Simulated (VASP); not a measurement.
# Hg (Fm-3m) in VASP: settings compared, part 3 of 3

VASP 6.6.1.

## Step 4: Electric field gradients, PBE

File INCAR:

```
SYSTEM = Hg
  PREC = Accurate
  ENCUT = 400
  EDIFF = 1E-8
  ISMEAR = 1
  SIGMA = 0.27211386245988
  LREAL = .FALSE.
  LASPH = .TRUE.
  NELM = 120
  ALGO = Normal
  ISIF = 2
  LWAVE = .FALSE.
  LCHARG = .FALSE.
  GGA = PE
  LEFG = .TRUE.
  NBANDS = 12
  GGA_COMPAT = .FALSE.
```

File KPOINTS:

```
regular mesh
0
G
  6 6 6
  0 0 0
```

File POSCAR:

```
Hg
1.0
    0.0000000000      2.3919113801      2.3919113801
    2.3919113801      0.0000000000      2.3919113801
    2.3919113801      2.3919113801      0.0000000000
Hg
1
Direct
    0.0000000000      0.0000000000      0.0000000000
```

Potentials or basis: VASP PAW PBE potentials, release 64 (Hg).

The run is started by

```
> cat potpaw_PBE.64/Hg/POTCAR > POTCAR
> mpirun -np 1 vasp_std > vasp.out
```

OUTCAR:

```text
SYSTEM = Hg
   PREC = Accurate
   ENCUT = 400
   EDIFF = 1E-8
   ISMEAR = 1
   LREAL = .FALSE.
   LASPH = .TRUE.
   NELM = 120
   ISIF = 2
   GGA = PE

 ion  position               nearest neighbor table
   1  0.000  0.000  0.000-

  LATTYP: Found a face centered cubic cell.
 ALAT       =     4.7838227602

  Lattice vectors:

 A1 = (   0.0000000000,   2.3919113801,   2.3919113801)
 A2 = (   2.3919113801,   0.0000000000,   2.3919113801)
 A3 = (   2.3919113801,   2.3919113801,   0.0000000000)

Analysis of symmetry for initial positions (statically):
=====================================================================
 Subroutine PRICEL returns:
 Original cell was already a primitive cell.

 Routine SETGRP: Setting up the symmetry group for a
 face centered cubic supercell.

 Subroutine GETGRP returns: Found 48 space group operations
 (whereof 48 operations were pure point group operations)
 out of a pool of 48 trial point group operations.

The static configuration has the point symmetry O_h .

Analysis of symmetry for dynamics (positions and initial velocities):
=====================================================================
 Subroutine PRICEL returns:
 Original cell was already a primitive cell.

 Routine SETGRP: Setting up the symmetry group for a
 face centered cubic supercell.

 Subroutine GETGRP returns: Found 48 space group operations
 (whereof 48 operations were pure point group operations)
 out of a pool of 48 trial point group operations.

The dynamic configuration has the point symmetry O_h .

 Subroutine INISYM returns: Found 48 space group operations
 (whereof 48 operations are pure point group operations),
 and found     1 'primitive' translations

----------------------------------------------------------------------------------------

                                     Primitive cell

  volume of cell :      27.3694

  direct lattice vectors                    reciprocal lattice vectors
     0.000000000  2.391911380  2.391911380    -0.209037845  0.209037845  0.209037845
     2.391911380  0.000000000  2.391911380     0.209037845 -0.209037845  0.209037845
     2.391911380  2.391911380  0.000000000     0.209037845  0.209037845 -0.209037845

  length of vectors
     3.382673514  3.382673514  3.382673514     0.362064168  0.362064168  0.362064168

  position of ions in fractional coordinates (direct lattice)
     0.000000000  0.000000000  0.000000000

  ion indices of the primitive-cell ions
   primitive index   ion index
                 1           1

----------------------------------------------------------------------------------------

 KPOINTS: regular mesh

Automatic generation of k-mesh.
 Grid dimensions read from file:
 generate k-points for:    6    6    6

 Generating k-lattice:
[... 62 lines left out ...]
   TEBEG  =    0.0;   TEEND  =   0.0 temperature during run
   PSTRESS=    0.0 pullay stress
   NELECT =      12.0000    total number of electrons
   NUPDOWN=      -1.0000    fix difference up-down
   EMIN   =  10.00;   EMAX   =-10.00  energy-range for DOS
   EFERMI =   0.00;   METHOD = LEGACY
   ISMEAR =     1;   SIGMA  =   0.27  broadening in eV -4-tet -1-fermi 0-gaus
   EFERMI_NEDOS =   21; number of points for ismear=-14 and -15
   IALGO  =     38    algorithm
   IMIX   =      4    mixing-type and parameters
     AMIX     =   0.40;   BMIX     =  1.00
     AMIX_MAG =   1.60;   BMIX_MAG =  1.00
  volume/ion in A,a.u.               =      27.37       184.70
  Fermi-wavevector in a.u.,A,eV,Ry     =   1.243694  2.350241 21.045144  1.546774
  Thomas-Fermi vector in A             =   2.377993
   LORBIT       =      0    0 simple, 1 ext, 2 COOP (PROOUT), +10 PAW based schemes
   GGA     = PE    functional components
   LHFCALC =     F    Hartree Fock is set to
   AEXX    =    0.0000 exact exchange contribution
   IVDW    =     0    specifies the selected vdW correction
   LEPSILON=     F    determine dielectric tensor
   LRPA    =     F    only Hartree local field effects (RPA)
 non-spin polarized calculation
 Methfessel and Paxton  Order N= 1 SIGMA  =   0.27
  energy-cutoff  :      400.00
  volume of cell :       27.37
 maximum number of plane-waves:       531
 NGX is ok and might be reduce to    24
   NGX = 11   NGY = 11   NGZ = 11

 number of electron      12.0000004 magnetization

 Free energy of the ion-electron system (eV)
  ---------------------------------------------------
  ext. energy  EPLUGINS =         0.00000000
  ---------------------------------------------------
  free energy    TOTEN  =        -0.16365916 eV

  energy without entropy =       -0.16024662  energy(sigma->0) =       -0.16252165

 E-fermi :   1.6100     XC(G=0): -10.0469

 val. band max:        1.5672289139   @ k =   0.5000   0.5000   0.0000
 cond. band min:       1.8989612022   @ k =   0.5000   0.5000   0.0000
 fundamental gap:      0.3317322883
 Fermi energy:         1.6099719142

 k-point     1 :       0.0000    0.0000    0.0000
  band No.  band energies     occupation
      1      -6.2449      2.00000
      2      -4.9075      2.00000
      3      -4.9075      2.00000
      4      -4.9075      2.00000
      5      -4.4407      2.00000
      6      -4.4407      2.00000
      7      14.9192      0.00000
      8      15.0911      0.00000
      9      15.0911      0.00000
     10      15.0911      0.00000
     11      19.0026      0.00000
     12      19.9302      0.00000
[... 211 lines left out ...]
 k-point    16 :      -0.3333    0.5000    0.1667
  band No.  band energies     occupation
      1      -5.2678      2.00000
      2      -5.2523      2.00000
      3      -4.4842      2.00000
      4      -4.2844      2.00000
      5      -3.9367      2.00000
      6       1.5185      1.53502
      7       3.2154     -0.00000
      8       6.0781     -0.00000
      9       6.7542     -0.00000
     10      15.8282      0.00000
     11      16.4489      0.00000
     12      21.5294      0.00000

------------------------ aborting loop because EDIFF is reached ----------------------------------------

  FORCE on cell =-STRESS in cart. coord.  units (eV):
  Direction    XX          YY          ZZ          XY          YZ          ZX
  --------------------------------------------------------------------------------------
  -------------------------------------------------------------------------------------
  Total        0.2497173      0.2497173      0.2497173     -0.0000000     -0.0000000      0.0000000
  in kB       14.6182015     14.6182015     14.6182015     -0.0000000     -0.0000000      0.0000000
  external PRESSURE =      14.6182015 kB  Pullay stress =       0.0000000 kB

 VOLUME and BASIS-vectors are now :
 -----------------------------------------------------------------------------
  energy-cutoff  :      400.00
  volume of cell :       27.37
      direct lattice vectors                 reciprocal lattice vectors
     0.000000000  2.391911380  2.391911380    -0.209037845  0.209037845  0.209037845
     2.391911380  0.000000000  2.391911380     0.209037845 -0.209037845  0.209037845
     2.391911380  2.391911380  0.000000000     0.209037845  0.209037845 -0.209037845

 POSITION                                       TOTAL-FORCE (eV/Angst)
 -----------------------------------------------------------------------------------
      0.00000      0.00000      0.00000         0.000000      0.000000      0.000000
 -----------------------------------------------------------------------------------
    total drift:                               -0.000000      0.000000      0.000000

  FREE ENERGIE OF THE ION-ELECTRON SYSTEM (eV)
  ---------------------------------------------------
  free  energy   TOTEN  =        -0.1636591630 eV

  energy  without entropy=       -0.1602466162  energy(sigma->0) =       -0.16252165

 Electric field gradients (V/A^2)
---------------------------------------------------------------------
 ion       V_xx      V_yy      V_zz      V_xy      V_xz      V_yz
---------------------------------------------------------------------
   1      -0.000    -0.000     0.000    -0.000    -0.000    -0.000
---------------------------------------------------------------------

 Electric field gradients after diagonalization (V/A^2)
 (convention: |V_zz| > |V_xx| > |V_yy|)
----------------------------------------------------------------------
 ion       V_xx      V_yy      V_zz     asymmetry (V_yy - V_xx)/ V_zz
----------------------------------------------------------------------
   1       0.000     0.000    -0.000       0.000
----------------------------------------------------------------------

           NMR quadrupolar parameters

 Cq : quadrupolar parameter    Cq=e*Q*V_zz/h
 eta: asymmetry parameters     (V_yy - V_xx)/ V_zz
 Q  : nuclear electric quadrupole moment in mb (millibarn)
----------------------------------------------------------------------
 ion       Cq(MHz)       eta       Q (mb)
----------------------------------------------------------------------
   1      -0.000       0.000       1.000
----------------------------------------------------------------------
```

OSZICAR:

```text
N       E                     dE             d eps       ncg     rms          rms(c)
DAV:   1     0.631969141265E+02    0.63197E+02   -0.54681E+03   408   0.754E+02
DAV:   2     0.946321138268E+00   -0.62251E+02   -0.59531E+02   416   0.206E+02
DAV:   3    -0.179502722811E+00   -0.11258E+01   -0.11254E+01   456   0.307E+01
DAV:   4    -0.180448873184E+00   -0.94615E-03   -0.94614E-03   440   0.960E-01
DAV:   5    -0.180450319073E+00   -0.14459E-05   -0.14459E-05   468   0.350E-02    0.220E+00
DAV:   6    -0.164393839747E+00    0.16056E-01   -0.41101E-02   444   0.224E+00    0.172E+00
DAV:   7    -0.163511869849E+00    0.88197E-03   -0.56113E-03   452   0.717E-01    0.802E-01
DAV:   8    -0.163634229335E+00   -0.12236E-03   -0.63510E-04   420   0.303E-01    0.284E-02
DAV:   9    -0.163655230091E+00   -0.21001E-04   -0.12245E-05   456   0.303E-02    0.105E-02
DAV:  10    -0.163659262425E+00   -0.40323E-05   -0.42774E-06   412   0.199E-02    0.702E-04
DAV:  11    -0.163659188744E+00    0.73682E-07   -0.22879E-08   460   0.920E-04    0.421E-04
DAV:  12    -0.163659157644E+00    0.31100E-07   -0.48544E-09   368   0.714E-04    0.556E-05
DAV:  13    -0.163659162980E+00   -0.53358E-08   -0.41647E-11   252   0.516E-05
   1 F= -.16365916E+00 E0= -.16252165E+00  d E =-.341255E-02
```

stdout:

```text
POSCAR found type information on POSCAR Hg
 POSCAR found :  1 types and       1 ions
 scaLAPACK will be used
 LDA part: xc-table for (Slater+PW92), standard interpolation
 POSCAR, INCAR and KPOINTS ok, starting setup
 FFT: planning ... GRIDC
 FFT: planning ... GRID_SOFT
 FFT: planning ... GRID
 WAVECAR not read
 entering main loop
ion   1
```

Run time: 4.1 s. Hardware: 1 thread of Intel Xeon Platinum 8259CL at 2.50GHz (Skylake/Cascade Lake), shared host; peak memory 0.13 GiB.

What came out:

| Item | Value |
| --- | --- |
| Free energy | -0.1637 eV |
| Pressure | 1.5 GPa |
| Band gap on the k mesh | zero (band 6 reaches 1.57 eV, above the bottom of band 7 at 0.68 eV) |

Caveat: the k points lie up to 0.38 Å⁻¹ apart; without QUAD_EFG the Cq values of the log hold for a quadrupole moment of 1 mb, not for the nuclei; spin-orbit coupling is left out, which moves the levels of the heavy elements.

## Step 5: Density of states, PBE

POSCAR is that of step 4.

File INCAR.step1:

```
  PREC = Accurate
  ENCUT = 400
  EDIFF = 1E-6
  ISMEAR = 0
  SIGMA = 0.1
  LREAL = False
  LASPH = True
  NELM = 120
  ALGO = Normal
  ISIF = 2
  LWAVE = False
  LCHARG = True
  GGA = PE
  NBANDS = 12
  GGA_COMPAT = False
  NEDOS = 2001
  LORBIT = 11
```

File KPOINTS.step1:

```
Automatic mesh
0
Gamma
  6 6 6
```

File INCAR.step2:

```
  PREC = Accurate
  ENCUT = 400
  EDIFF = 1E-6
  ISMEAR = -5
  SIGMA = 0.1
  LREAL = False
  LASPH = True
  NELM = 120
  ALGO = Normal
  ISIF = 2
  LWAVE = False
  LCHARG = False
  GGA = PE
  LORBIT = 11
  NBANDS = 12
  NEDOS = 1001
  ICHARG = 11
  GGA_COMPAT = False
```

File KPOINTS.step2:

```
Automatic mesh
0
Gamma
  9 9 9
```

The run is started by

```
> cat potpaw_PBE.64/Hg/POTCAR > POTCAR
> cp INCAR.step1 INCAR
> cp KPOINTS.step1 KPOINTS
> mpirun -np 1 vasp_std > vasp.out
> cp INCAR.step2 INCAR
> cp KPOINTS.step2 KPOINTS
> mpirun -np 1 vasp_std > vasp.out
```

It took 7.6 s on 1 thread of Intel Xeon Platinum 8259CL at 2.50GHz (Skylake/Cascade Lake), shared host; peak memory 0.13 GiB.

The run converged. Its results:

```
Valence electrons inside the program's atomic spheres : Hg 10.43
```

Levels at points of the mesh, in eV from the Fermi level:
```tsv
k point	band 2	band 3	band 4	band 5	band 6	band 7	band 8	band 9	band 10	band 11
(0.00, 0.00, 0.00)	-6.28	-6.28	-6.28	-5.81	-5.81	13.55	13.72	13.72	13.72	17.63
```

Caveat: the k points lie up to 0.38 Å⁻¹ apart; spin-orbit coupling is left out, which moves the levels of the heavy elements; tetrahedron occupations give inexact forces and stress in metals.

## Step 6: Electric field gradients, PBE

File INCAR:

```
SYSTEM = Hg
PREC = Accurate
ENCUT = 400
EDIFF = 1E-8
ISMEAR = 0
SIGMA = 0.1
LREAL = .False.
LASPH = .True.
NELM = 120
ALGO = Normal
ISIF = 2
LWAVE = .False.
LCHARG = .False.
GGA = PE
LEFG = .True.
NBANDS = 12
GGA_COMPAT = .False.
```

File KPOINTS:

```
regular mesh
0
Gamma
  8 8 8
  0 0 0
```

POSCAR is that of step 5.

Potentials or basis: VASP PAW PBE potentials, release 64 (Hg).

The run is started by

```
> cat potpaw_PBE.64/Hg/POTCAR > POTCAR
> mpirun -np 1 vasp_std > vasp.out
```

OUTCAR:

```text
SYSTEM = Hg
   PREC = Accurate
   ENCUT = 400
   EDIFF = 1E-8
   ISMEAR = 0
   LREAL = .False.
   LASPH = .True.
   NELM = 120
   ISIF = 2
   GGA = PE

 ion  position               nearest neighbor table
   1  0.000  0.000  0.000-

  LATTYP: Found a face centered cubic cell.
 ALAT       =     4.7838227602

  Lattice vectors:

 A1 = (   0.0000000000,   2.3919113801,   2.3919113801)
[... 568 lines left out ...]
    total drift:                               -0.000000      0.000000     -0.000000

  FREE ENERGIE OF THE ION-ELECTRON SYSTEM (eV)
  ---------------------------------------------------
  free  energy   TOTEN  =        -0.1535009465 eV

  energy  without entropy=       -0.1517888774  energy(sigma->0) =       -0.15264491

 Electric field gradients (V/A^2)
---------------------------------------------------------------------
 ion       V_xx      V_yy      V_zz      V_xy      V_xz      V_yz
---------------------------------------------------------------------
   1      -0.000     0.000    -0.000    -0.000    -0.000    -0.000
---------------------------------------------------------------------

 Electric field gradients after diagonalization (V/A^2)
 (convention: |V_zz| > |V_xx| > |V_yy|)
----------------------------------------------------------------------
 ion       V_xx      V_yy      V_zz     asymmetry (V_yy - V_xx)/ V_zz
----------------------------------------------------------------------
   1       0.000     0.000    -0.000       0.000
----------------------------------------------------------------------

           NMR quadrupolar parameters

 Cq : quadrupolar parameter    Cq=e*Q*V_zz/h
 eta: asymmetry parameters     (V_yy - V_xx)/ V_zz
 Q  : nuclear electric quadrupole moment in mb (millibarn)
----------------------------------------------------------------------
 ion       Cq(MHz)       eta       Q (mb)
----------------------------------------------------------------------
   1      -0.000       0.000       1.000
----------------------------------------------------------------------
```

OSZICAR:

```text
N       E                     dE             d eps       ncg     rms          rms(c)
DAV:   1     0.644420466181E+02    0.64442E+02   -0.54045E+03   728   0.749E+02
DAV:   2     0.963918365785E+00   -0.63478E+02   -0.60358E+02   768   0.209E+02
DAV:   3    -0.168470304033E+00   -0.11324E+01   -0.11320E+01   800   0.313E+01
DAV:   4    -0.169467592486E+00   -0.99729E-03   -0.99727E-03   808   0.982E-01
DAV:   5    -0.169469079150E+00   -0.14867E-05   -0.14866E-05   828   0.354E-02    0.222E+00
DAV:   6    -0.154223095691E+00    0.15246E-01   -0.39176E-02   824   0.219E+00    0.172E+00
DAV:   7    -0.153377655819E+00    0.84544E-03   -0.52983E-03   812   0.697E-01    0.790E-01
DAV:   8    -0.153478204994E+00   -0.10055E-03   -0.59287E-04   768   0.295E-01    0.275E-02
DAV:   9    -0.153497468585E+00   -0.19264E-04   -0.11451E-05   808   0.296E-02    0.116E-02
DAV:  10    -0.153501038860E+00   -0.35703E-05   -0.38480E-06   780   0.190E-02    0.715E-04
DAV:  11    -0.153500967657E+00    0.71203E-07   -0.20645E-08   812   0.877E-04    0.381E-04
DAV:  12    -0.153500940141E+00    0.27516E-07   -0.41668E-09   568   0.691E-04    0.567E-05
DAV:  13    -0.153500946469E+00   -0.63278E-08   -0.59433E-11   440   0.696E-05
   1 F= -.15350095E+00 E0= -.15264491E+00  d E =-.171207E-02
```

Run time: 6 s. Hardware: 1 thread of Intel Xeon Platinum 8259CL at 2.50GHz (Skylake/Cascade Lake), shared host; peak memory 0.14 GiB.

What came out:

```
Free energy            : -0.1535 eV
Pressure               : 1.9 GPa
Band gap on the k mesh : zero (band 6 reaches 1.57 eV, above the bottom of band 7 at 0.69 eV)
```

Levels at points of the mesh, in eV from the Fermi level:
| k point | band 3 | band 4 | band 5 | band 6 | band 7 | band 8 | band 9 | band 10 |
| --- | --- | --- | --- | --- | --- | --- | --- | --- |
| (0.00, 0.00, 0.00) | -6.49 | -6.49 | -6.03 | -6.03 | 13.33 | 13.50 | 13.50 | 13.50 |
| (0.50, 0.00, 0.00) | -6.49 | -5.63 | -5.63 | -1.81 | -0.91 | 11.34 | 11.34 | 12.62 |
| (0.50, 0.50, 0.00) | -5.65 | -5.52 | -5.52 | -0.02 | 0.30 | 6.65 | 6.65 | 10.50 |

Caveat: without QUAD_EFG the Cq values of the log hold for a quadrupole moment of 1 mb, not for the nuclei; spin-orbit coupling is left out, which moves the levels of the heavy elements.

## Step 7: Summary

| task | level | spin | U | k mesh | cutoff (eV) | smearing | k mesh for the DOS | occupations for the DOS | gap on the mesh (eV) | pressure (GPa) |
| --- | --- | --- | --- | --- | --- | --- | --- | --- | --- | --- |
| single point | PBE+U | collinear, ferromagnetic start | Hg d U = 0.5 eV | 2 × 2 × 2 | 520 | gaussian 0.1 eV | - | - | none | 6.6 |
| electric field gradients | PBE | off | - | 6 × 6 × 6 | 400 | methfessel-paxton 0.272114 eV | - | - | none | 1.5 |
| density of states | PBE | off | - | 6 × 6 × 6 | 400 | gaussian 0.1 eV | 9 × 9 × 9 | tetrahedron | - | - |
| electric field gradients | PBE | off | - | 8 × 8 × 8 | 400 | gaussian 0.1 eV | - | - | none | 1.9 |

Alike in all rows: potentials or basis VASP PAW PBE potentials, release 64 (Hg); cell as given.

Caveats: some runs use coarse meshes; spin-orbit coupling is left out, which moves the levels of the heavy elements; the U is typed as a test and isn't derived for this compound (some runs); tetrahedron occupations give inexact forces and stress in metals (some runs).

Absolute energies hang on the potentials; compare differences alone.
